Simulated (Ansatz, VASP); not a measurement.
**Co: VASP beside Ansatz**

```
Co
1.0
    -1.35847    1.35847    1.35847
     1.35847   -1.35847    1.35847
     1.35847    1.35847   -1.35847
Co
1
Cartesian
  0.0000 0.0000 0.0000
```

Alike in both runs: task single point; functional PBE; k mesh 8 × 8 × 8; collinear spin.

```csv
,VASP,Ansatz
version,VASP 6.6.1,Ansatz 0.2 development build
potentials or method,"VASP PAW PBE potentials, release 64 (Co)",scalar-relativistic
plane-wave cutoff (eV),600,1306
occupations,"fermi-dirac, width 0.1 eV",fermi-dirac
```

|  | VASP | Ansatz | Ansatz less VASP |
| --- | --- | --- | --- |
| net moment per atom (μB) | 1.77 | 1.79 | +0.025 |
| size of the moment on the site where the two differ most (μB) | 1.76 | 1.84 | +0.076 |

Site moments also hang on the region over which each program counts them.

The k mesh is coarse, so the values compare programs but aren't converged.
